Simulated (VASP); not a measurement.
# Os (P6_3/mmc) in VASP: notebook, part 2 of 2

VASP 6.6.1.

**4. Relaxation of shape and atoms at fixed volume, PBEsol (13.62 Å³/atom)**

This run uses another cell than the first one, of 13.62 Å³/atom.

Input file INCAR:

```
SYSTEM = Os
PREC = Accurate ; ENCUT = 600
EDIFF = 1E-6 ; ISMEAR = -1
SIGMA = 0.15 ; LREAL = .False.
LASPH = .True. ; NELM = 60
ALGO = Fast ; ISIF = 4
LWAVE = .False. ; LCHARG = .False.
GGA = PS ; IBRION = 2
NSW = 80 ; EDIFFG = -0.001
```

Input file KPOINTS:

```
Automatic mesh
0
Gamma
  18 18 10
  0 0 0
```

Input file POSCAR:

```
Os
1.0
    2.7106020433      0.0000000000      0.0000000000
   -1.3553010216      2.3474502290      0.0000000000
    0.0000000000      0.0000000000      4.2825196335
Os
2
Direct
    0.3333333333      0.6666666667      0.2500000000
    0.6666666667      0.3333333333      0.7500000000
```

Potentials or basis: VASP PAW PBE potentials, release 64 (Os).

Launch:

```console
> cat potpaw_PBE.64/Os/POTCAR > POTCAR
> mpirun -np 1 vasp_std > vasp.out
```

OUTCAR:

```text
SYSTEM = Os
   PREC = Accurate
   ENCUT = 600
   EDIFF = 1E-6
   ISMEAR = -1
   LREAL = .False.
   LASPH = .True.
   NELM = 60
   ISIF = 4
   GGA = PS
   IBRION = 2
   NSW = 80
   EDIFFG = -0.001

 ion  position               nearest neighbor table
   1  0.333  0.667  0.250-   2 2.65   2 2.65   2 2.65   2 2.65   2 2.65   2 2.65
   2  0.667  0.333  0.750-   1 2.65   1 2.65   1 2.65   1 2.65   1 2.65   1 2.65

  LATTYP: Found a hexagonal cell.
 ALAT       =     2.7106020433
 C/A-ratio  =     1.5799145596

  Lattice vectors:

 A1 = (   2.7106020433,   0.0000000000,   0.0000000000)
 A2 = (  -1.3553010216,   2.3474502290,   0.0000000000)
 A3 = (   0.0000000000,   0.0000000000,   4.2825196335)

Analysis of symmetry for initial positions (statically):
=====================================================================
 Subroutine PRICEL returns:
 Original cell was already a primitive cell.

 Routine SETGRP: Setting up the symmetry group for a
 hexagonal supercell.

 Subroutine GETGRP returns: Found 24 space group operations
 (whereof 12 operations were pure point group operations)
 out of a pool of 24 trial point group operations.
[... 175 lines left out ...]
  Total        1.6711654      1.6711654      1.7654736      0.0000000     -0.0000000      0.0000000
  in kB       98.2581341     98.2581341    103.8030946      0.0000000     -0.0000000      0.0000000
  external PRESSURE =     100.1064543 kB  Pullay stress =       0.0000000 kB
[... 59 lines left out ...]
--------------------------------------- Ionic step        3  -------------------------------------------

 number of electron      16.0000000 magnetization

 Free energy of the ion-electron system (eV)
  ---------------------------------------------------
  ext. energy  EPLUGINS =         0.00000000
  ---------------------------------------------------
  free energy    TOTEN  =       -24.51257680 eV

  energy without entropy =      -24.42418167  energy(sigma->0) =      -24.46837924

 E-fermi :   9.7334     XC(G=0): -14.3041

 val. band max:        9.7316912973   @ k =   0.2778   0.0000   0.1000
 cond. band min:       9.7420781491   @ k =   0.3333   0.1667   0.3000
 fundamental gap:      0.0103868518
 Fermi energy:         9.7334324026

 k-point     1 :       0.0000    0.0000    0.0000
  band No.  band energies     occupation
      1      -1.5248      2.00000
      2       1.6295      2.00000
      3       6.5219      2.00000
      4       6.5219      2.00000
      5       6.7798      2.00000
      6       7.4035      2.00000
      7       7.4035      2.00000
      8       8.0981      1.99996
      9       8.0981      1.99996
     10       9.7035      1.09953
     11      11.4780      0.00002
     12      11.4780      0.00002
[... 331 lines left out ...]
 k-point    24 :       0.3889    0.1111    0.0000
  band No.  band energies     occupation
      1       2.6313      2.00000
      2       2.7763      2.00000
      3       3.0819      2.00000
      4       5.9503      2.00000
      5       6.0783      2.00000
      6       6.9843      2.00000
      7       7.7063      2.00000
      8      11.3742      0.00004
      9      11.8328      0.00000
     10      12.3391      0.00000
     11      13.7985      0.00000
     12      16.8944      0.00000

 [... further k-points ...]
[... 5 lines left out ...]
  --------------------------------------------------------------------------------------
  -------------------------------------------------------------------------------------
  Total        1.7039625      1.7039625      1.7034301      0.0000000      0.0000000      0.0000000
  in kB      100.1864726    100.1864725    100.1551736      0.0000000      0.0000000      0.0000000
  external PRESSURE =     100.1760396 kB  Pullay stress =       0.0000000 kB
[... 17 lines left out ...]
  FREE ENERGIE OF THE ION-ELECTRON SYSTEM (eV)
  ---------------------------------------------------
  free  energy   TOTEN  =       -24.5125768034 eV

  energy  without entropy=      -24.4241816670  energy(sigma->0) =      -24.46837924

 reached required accuracy - stopping structural energy minimisation
```

Run time: 89 s. Hardware: 1 thread of AMD EPYC 9R45 (Zen 5), shared host; peak memory 0.19 GiB.

Results:

* Free energy: -24.5126 eV
* Energy gained by relaxing: 0.0 meV/atom
* Ionic steps: 3
* Pressure after relaxing: 10.0 GPa
* Band gap on the k mesh: zero (bands 8 and 9 overlap by 4.13 eV)

Final structure:
```xyz
2
Lattice="2.7098 0.0000 0.0000 -1.3549 2.3468 0.0000 0.0000 0.0000 4.2849" Properties=species:S:1:pos:R:3 pbc="T T T"
Os    0.0000    1.5645    1.0712
Os    1.3549    0.7823    3.2137
```

Levels at points of the mesh, in eV from the Fermi level:
| k point | band 5 | band 6 | band 7 | band 8 | band 9 | band 10 | band 11 | band 12 |
| --- | --- | --- | --- | --- | --- | --- | --- | --- |
| (0.00, 0.00, 0.00) | -2.95 | -2.33 | -2.33 | -1.64 | -1.64 | -0.03 | 1.74 | 1.74 |
| (0.50, 0.00, 0.00) | -3.02 | -2.70 | -1.98 | 2.13 | 2.72 | 2.84 | 4.58 | 5.90 |
| (0.00, 0.00, 0.50) | -3.41 | -3.41 | -3.41 | -3.41 | 0.92 | 0.92 | 0.92 | 0.92 |
| (0.50, 0.00, 0.50) | -1.28 | -1.28 | -0.20 | -0.20 | 2.48 | 2.48 | 3.41 | 3.41 |

Caveat: the PAW data sets were made with another functional, which shifts forces and pressure a little; spin-orbit coupling is left out, which moves the levels of the heavy elements.

**5. Relaxation of cell and atoms, PBEsol, target pressure 15 GPa, at which the enthalpy is minimised**

Input file INCAR:

```
SYSTEM = Os
PREC = Accurate
ENCUT = 600
EDIFF = 1E-6
ISMEAR = -1
SIGMA = 0.15
LREAL = .FALSE.
LASPH = .TRUE.
NELM = 60
ALGO = Normal
ISIF = 3
LWAVE = .FALSE.
LCHARG = .FALSE.
GGA = PS
IBRION = 2
NSW = 80
EDIFFG = -0.001
PSTRESS = 150.0
```

Input file KPOINTS:

```
regular mesh
0
G
  18 18 10
  0 0 0
```

Input file POSCAR:

```
Os
1.0
    2.7180985557      0.0000000000      0.0000000000
   -1.3590492778      2.3539423992      0.0000000000
    0.0000000000      0.0000000000      4.2966965098
Os
2
Direct
    0.3333333333      0.6666666667      0.2500000000
    0.6666666667      0.3333333333      0.7500000000
```

Launch:

```console
> cat potpaw_PBE.64/Os/POTCAR > POTCAR
> mpirun -np 1 vasp_std > vasp.out
```

Wall time 4 min (1 thread of AMD EPYC 9R45 (Zen 5), shared host); peak memory 0.2 GiB.

Results (log left out):

```yaml
Free_energy: -24.4916 eV
Relaxed_volume: 13.49 Å³/atom
Relaxed_cell: a = 2.700 Å, b = 2.700 Å, c = 4.272 Å, α = 90.00°, β = 90.00°, γ = 120.00°
Space_group_after_relaxing_to_0.1_Å: P6_3/mmc (No. 194)
Energy_change_on_relaxing_the_run_minimises_the_enthalpy: +16.5 meV/atom
Ionic_steps: 16
Pressure_after_relaxing: 15.0 GPa
Band_gap_on_the_k_mesh: zero (bands 8 and 9 overlap by 4.20 eV)
```

The path:
```tsv
step	energy change (eV)	largest force (eV/Å)	pressure (GPa)	volume (Å³)
1	0.0000	0.0000	5.80	27.49
2	0.7187	0.0000	78.02	24.47
3	0.0306	0.0000	14.54	27.00
4	0.0326	0.0000	14.95	26.98
5	0.0335	0.0000	15.15	26.97
6	0.0298	0.0000	14.32	27.01
7	0.0323	0.0000	14.91	26.99
8	0.0340	0.0000	15.24	26.97
9	0.0329	0.0000	14.99	26.98
10	0.0329	0.0000	15.00	26.98
11	0.0330	0.0000	15.02	26.98
12	0.0330	0.0000	15.03	26.98
13	0.0330	0.0000	15.02	26.98
14	0.0325	0.0000	14.93	26.98
15	0.0328	0.0000	14.95	26.98
16	0.0329	0.0000	15.00	26.98
```

Final structure:
```cif
data_structure
_symmetry_space_group_name_H-M 'P 1'
_symmetry_Int_Tables_number 1
_cell_length_a 2.7005
_cell_length_b 2.7005
_cell_length_c 4.2720
_cell_angle_alpha 90.000
_cell_angle_beta 90.000
_cell_angle_gamma 120.000
_cell_volume 26.98
loop_
_atom_site_label
_atom_site_type_symbol
_atom_site_fract_x
_atom_site_fract_y
_atom_site_fract_z
_atom_site_occupancy
Os1 Os 0.33333 0.66667 0.25000 1
Os2 Os 0.66667 0.33333 0.75000 1
```

Levels at points of the mesh, in eV from the Fermi level:
| k point | band 6 | band 7 | band 8 | band 9 | band 10 | band 11 |
| --- | --- | --- | --- | --- | --- | --- |
| (0.00, 0.00, 0.00) | -2.36 | -2.36 | -1.65 | -1.65 | -0.03 | 1.77 |
| (0.50, 0.00, 0.00) | -2.73 | -2.01 | 2.17 | 2.77 | 2.89 | 4.66 |
| (0.00, 0.00, 0.50) | -3.46 | -3.46 | -3.46 | 0.94 | 0.94 | 0.94 |
| (0.50, 0.00, 0.50) | -1.29 | -0.20 | -0.20 | 2.53 | 2.53 | 3.46 |

Caveat: the cell is relaxed towards a set pressure, so the run minimises the enthalpy, not the energy; the PAW data sets were made with another functional, which shifts forces and pressure a little; spin-orbit coupling is left out, which moves the levels of the heavy elements.

**6. Summary**

```tsv
task	cell	cutoff (eV)	gap on the mesh (eV)	pressure (GPa)
single point	a = 2.718, b = 2.718, c = 4.297 Å, angles 90.0, 90.0, 120.0°, 2 atoms	520	none	5.6
single point	a = 2.748, b = 2.748, c = 4.337 Å, angles 90.0, 90.0, 120.0°, 2 atoms	520	none	-7.9
relaxation of shape and atoms at fixed volume	relaxed from a = 2.711, b = 2.711, c = 4.283 Å, angles 90.0, 90.0, 120.0°, 2 atoms	600	none	10.0
relaxation of cell and atoms	relaxed to 15 GPa from a = 2.718, b = 2.718, c = 4.297 Å, angles 90.0, 90.0, 120.0°, 2 atoms	600	none	15.0
```

Alike in all rows: level PBEsol; potentials or basis VASP PAW PBE potentials, release 64 (Os); no spin polarisation; k mesh 18 × 18 × 10; smearing fermi-dirac 0.15 eV.

Caveats: the PAW data sets were made with another functional, which shifts forces and pressure a little; spin-orbit coupling is left out, which moves the levels of the heavy elements; the cell stands under pressure (at least some runs); the cell stands under tension (at least some runs); the cell is relaxed towards a set pressure, so the run minimises the enthalpy, not the energy (at least some runs).

Total energies depend on the potentials used, so only differences within one code and one set of settings carry meaning.

The gap in the log of VASP goes by the Fermi energy; the results here count the filled bands.